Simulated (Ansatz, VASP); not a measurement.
## B2Pb: VASP beside Ansatz

```
B Pb
1.0
     3.10959    0.00000    0.00000
     0.00000    3.10959    0.00000
     0.00000    0.00000    8.94708
B Pb
4 2
Direct
  0.00000 0.00000 0.00000
  0.50000 0.50000 0.00000
  0.00000 0.50000 0.10474
  0.50000 0.00000 0.89526
  0.00000 0.50000 0.67903
  0.50000 0.00000 0.32097
```

Alike in both runs: task relaxation of cell and atoms; functional PBE; k mesh 12 × 12 × 4; occupations gaussian, width 0.1 eV; no spin polarisation.

|  | VASP | Ansatz |
| --- | --- | --- |
| version | VASP 6.6.1 | Ansatz 0.2.0 |
| potentials or method | VASP PAW PBE potentials, release 64 (B, Pb_d), cutoff 600 eV | scalar-relativistic, plane waves, PAW |
| valence electrons in the cell | 40 | 40 |

VASP gave:

```
gap on the k mesh at the Fermi level, each at its own relaxed structure (eV)  : none
relaxed volume (Å³/atom)                                                      : 14.67
relaxed length of the cell vector where the two differ most in proportion (Å) : 9.248
```

Q: Which values does Ansatz return?

A: gap on the k mesh at the Fermi level, each at its own relaxed structure (eV): none; relaxed volume (Å³/atom): 14.66; relaxed length of the cell vector where the two differ most in proportion (Å): 9.237.

A gap of «none» marks a metal or a gap that the smearing closes.

Neither program's run includes spin-orbit coupling. Noted on VASP's run: too few bands were computed for a metal, which touches its energy and stress.
